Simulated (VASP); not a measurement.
# InSb (F-43m) in VASP: vibrations by perturbation theory with LDA

Aim: the vibrations by perturbation theory of InSb with LDA.

All numbers are computed with VASP 6.6.1; they aren't measurements. Logs are shortened: lines on timing, memory, paths and dates and some standing lists are left out, and cuts for length are marked.

**1. The cell of the first run**

Symmetry: F-43m, No. 216, cubic system. Conventional cell: a = 6.451 Å, b = 6.451 Å, c = 6.451 Å, α = 90.00°, β = 90.00°, γ = 90.00°. In (site symmetry -43m) has 4 Sb at 2.79 Å within 3.7 Å. Sb (site symmetry -43m) has 4 In at 2.79 Å within 3.7 Å.

**2. Vibrations by perturbation theory, LDA**

File INCAR:

```
PREC = Accurate ; ENCUT = 520
EDIFF = 1E-8 ; ISMEAR = -1
SIGMA = 0.15 ; LREAL = F
LASPH = T ; NELM = 80
ALGO = Normal ; ISIF = 2
LWAVE = F ; LCHARG = F
IBRION = 8 ; NSW = 1
```

File KPOINTS:

```
regular mesh
0
Gamma
  12 12 12
```

File POSCAR:

```
InSb
1.0
    0.0000000000      3.2255340562      3.2255340562
    3.2255340562      0.0000000000      3.2255340562
    3.2255340562      3.2255340562      0.0000000000
In Sb
1 1
Direct
    0.0000000000      0.0000000000      0.0000000000
    0.7500000000      0.7500000000      0.7500000000
```

Potentials or basis: VASP PAW LDA potentials, release 64 (In_d, Sb).

Run with:

```sh
cat potpaw_LDA.64/In_d/POTCAR potpaw_LDA.64/Sb/POTCAR > POTCAR
mpirun -np 1 vasp_std > vasp.out
```

OUTCAR:

```text
PREC = Accurate
   ENCUT = 520
   EDIFF = 1E-8
   ISMEAR = -1
   LREAL = F
   LASPH = T
   NELM = 80
   ISIF = 2
   IBRION = 8
   NSW = 1

 ion  position               nearest neighbor table
   1  0.000  0.000  0.000-   2 2.79   2 2.79   2 2.79   2 2.79
   2  0.750  0.750  0.750-   1 2.79   1 2.79   1 2.79   1 2.79

  LATTYP: Found a face centered cubic cell.
 ALAT       =     6.4510681124

  Lattice vectors:

 A1 = (   0.0000000000,   3.2255340562,   3.2255340562)
 A2 = (   3.2255340562,   0.0000000000,   3.2255340562)
 A3 = (   3.2255340562,   3.2255340562,   0.0000000000)

Analysis of symmetry for initial positions (statically):
=====================================================================
 Subroutine PRICEL returns:
 Original cell was already a primitive cell.

 Routine SETGRP: Setting up the symmetry group for a
 face centered cubic supercell.

 Subroutine GETGRP returns: Found 24 space group operations
 (whereof 24 operations were pure point group operations)
 out of a pool of 48 trial point group operations.

The static configuration has the point symmetry T_d .

Analysis of symmetry for dynamics (positions and initial velocities):
=====================================================================
 Subroutine PRICEL returns:
 Original cell was already a primitive cell.

 Routine SETGRP: Setting up the symmetry group for a
 face centered cubic supercell.

 Subroutine GETGRP returns: Found 24 space group operations
 (whereof 24 operations were pure point group operations)
 out of a pool of 48 trial point group operations.

The dynamic configuration has the point symmetry T_d .

 Subroutine INISYM returns: Found 24 space group operations
 (whereof 24 operations are pure point group operations),
 and found     1 'primitive' translations

----------------------------------------------------------------------------------------

                                     Primitive cell

  volume of cell :      67.1174
[... 541 lines left out ...]

 VOLUME and BASIS-vectors are now :
 -----------------------------------------------------------------------------
  energy-cutoff  :      520.00
  volume of cell :       67.12
      direct lattice vectors                 reciprocal lattice vectors
     0.000000000  3.225534056  3.225534056    -0.155013090  0.155013090  0.155013090
     3.225534056  0.000000000  3.225534056     0.155013090 -0.155013090  0.155013090
     3.225534056  3.225534056  0.000000000     0.155013090  0.155013090 -0.155013090

 POSITION                                       TOTAL-FORCE (eV/Angst)
 -----------------------------------------------------------------------------------
      0.00000      0.00000      0.00000         0.000000     -0.000000     -0.000000
      4.83830      4.83830      4.83830        -0.000000      0.000000      0.000000
 -----------------------------------------------------------------------------------
    total drift:                                0.000000      0.000000      0.000000

  FREE ENERGIE OF THE ION-ELECTRON SYSTEM (eV)
  ---------------------------------------------------
  free  energy   TOTEN  =        -8.2186170741 eV

  energy  without entropy=       -8.2120777178  energy(sigma->0) =       -8.21534740

[... ionic steps 2 to 3 ...]

--------------------------------------- Ionic step        4  -------------------------------------------

------------------------ aborting loop because EDIFF is reached ----------------------------------------

[... ionic steps 5 to 6 ...]

--------------------------------------- Ionic step        7  -------------------------------------------

 Free energy of the ion-electron system (eV)
  ---------------------------------------------------
  ---------------------------------------------------
  free energy    TOTEN  =        -0.02787442 eV

  energy without entropy =       -0.02787442

------------------------ aborting loop because EDIFF is reached ----------------------------------------

 INTERNAL STRAIN TENSOR  FOR ION    2  DIRECTION 1   (eV/Angst):
 -----------------------------------------------------------------------------
    -0.00332  0.00000  0.00000
     0.00000  0.00313  7.45071
     0.00000  7.45071  0.00313

 INTERNAL STRAIN TENSOR FOR ION    2 for displacements in x,y,z  (eV/Angst):
          X           Y           Z          XY          YZ          ZX
  --------------------------------------------------------------------------------
  x    -0.00000     0.00000     0.00000     0.00000     7.45071     0.00000
  y     0.00000    -0.00000     0.00000     0.00000     0.00000     7.45071
  z     0.00000     0.00000    -0.00000     7.45071     0.00000     0.00000

 SECOND DERIVATIVES (NOT SYMMETRIZED)
 ------------------------------------
               1X          1Y          1Z          2X          2Y          2Z
  1X    -6.899861    0.000000    0.000000    6.899861    0.000000    0.000000
  1Y     0.000000   -6.899861    0.000000    0.000000    6.899861    0.000000
  1Z     0.000000    0.000000   -6.899861    0.000000    0.000000    6.899861
  2X     6.923149    0.000000    0.000000   -6.923149    0.000000    0.000000
  2Y     0.000000    6.923149    0.000000    0.000000   -6.923149    0.000000
  2Z     0.000000    0.000000    6.923149    0.000000    0.000000   -6.923149

 Eigenvectors and eigenvalues of the dynamical matrix
 ----------------------------------------------------

   1 f  =    5.346420 THz    33.592546 2PiTHz  178.337366 cm-1    22.111005 meV
             X         Y         Z           dx          dy          dz
      0.000000  0.000000  0.000000     0.608155   -0.379410   -0.000000
      4.838301  4.838301  4.838301    -0.591590    0.369075   -0.000000
[... 21 lines left out ...]
   6 f/i=    0.004502 THz     0.028286 2PiTHz    0.150166 cm-1     0.018618 meV
             X         Y         Z           dx          dy          dz
      0.000000  0.000000  0.000000    -0.687014    0.119122   -0.004031
      4.838301  4.838301  4.838301    -0.706252    0.122458   -0.004144

--------------------------------------------------------------------------------------------------------

 ELASTIC MODULI CONTR FROM IONIC RELAXATION (kBar)
 Direction    XX          YY          ZZ          XY          YZ          ZX
 --------------------------------------------------------------------------------
 XX          -0.0000      0.0000      0.0000     -0.0000      0.0000     -0.0000
 YY           0.0000     -0.0000      0.0000     -0.0000     -0.0000      0.0000
 ZZ           0.0000      0.0000     -0.0000      0.0000     -0.0000     -0.0000
 XY          -0.0000     -0.0000      0.0000   -193.0973      0.0000      0.0000
 YZ           0.0000     -0.0000     -0.0000      0.0000   -193.0973      0.0000
 ZX          -0.0000      0.0000     -0.0000      0.0000      0.0000   -193.0973
 --------------------------------------------------------------------------------
```

stdout:

```text
POSCAR found type information on POSCAR InSb
 POSCAR found :  2 types and       2 ions
 scaLAPACK will be used
 LDA part: xc-table for (Slater(with rela. corr.)+CA(PZ))
 , standard interpolation
 POSCAR, INCAR and KPOINTS ok, starting setup
 FFT: planning ... GRIDC
 FFT: planning ... GRID_SOFT
 FFT: planning ... GRID
 WAVECAR not read
 entering main loop
 Linear response reoptimize wavefunctions to high precision
 Linear response DOF=           2
 Linear response progress:
 first order change of Fermi-energy  -0.66467E-05
 force on displaced ion       1 direction 1 :  -6.900  -0.000  -0.000
 Linear response progress:
 first order change of Fermi-energy   0.17100E-03
 force on displaced ion       2 direction 1 :  -6.923  -0.000  -0.000
 Linear response finished
```

Run time: 13 min. Hardware: 1 thread of Intel Xeon Platinum 8375C at 2.90GHz (Ice Lake), shared host; peak memory 0.65 GiB.

What came out:

```
Highest phonon frequency at Γ, LO-TO splitting left out : 178 cm⁻¹
```

Phonon frequencies in cm⁻¹ (negative: imaginary):
```tsv
q point	frequencies
(0.000, 0.000, 0.000)	0 0 0 178 178 178
```

Caveat: spin-orbit coupling is left out, which moves the levels of the heavy elements.
